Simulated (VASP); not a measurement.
Crystal: GeCl2.

```
Ge Cl
1.0
     0.00000    3.16032    3.16032
     3.16032    0.00000    3.16032
     3.16032    3.16032    0.00000
Ge Cl
1 2
Direct
  0.00000 0.00000 0.00000
  0.25000 0.25000 0.25000
  0.75000 0.75000 0.75000
```

The cell was generated, and may not be a known phase.

```yaml
Program: VASP 6.6.1
Task: relaxation of cell and atoms
Functional: PBE
Potentials_or_basis: VASP PAW PBE potentials, release 64 (Ge_d, Cl)
Cutoff: 600 eV
k_mesh: 6 × 6 × 6
Occupations: gaussian, width 0.1 eV
Spin: no spin polarisation
```

At the start: pressure 8.2 GPa; volume 21.04 Å³/atom.

How do energy, volume and symmetry change on relaxing?

Over 3 steps the energy falls by 70.6 meV/atom and the volume is 24.15 Å³/atom (+14.7 %); space group Fm-3m (No. 225, to 0.1 Å) before and after.

The path:
```
step  energy change (eV)  largest force (eV/Å)  pressure (GPa)  volume (Å³)
   1              0.0000                0.0000            8.17        63.13
   2             -0.2101                0.0000           -0.57        73.44
   3             -0.2118                0.0000            0.04        72.44
```

Final structure:
```
Ge Cl
1.0
     0.00000    3.30857    3.30857
     3.30857    0.00000    3.30857
     3.30857    3.30857    0.00000
Ge Cl
1 2
Cartesian
  0.0000 0.0000 0.0000
  1.6543 1.6543 1.6543
  4.9628 4.9628 4.9628
```
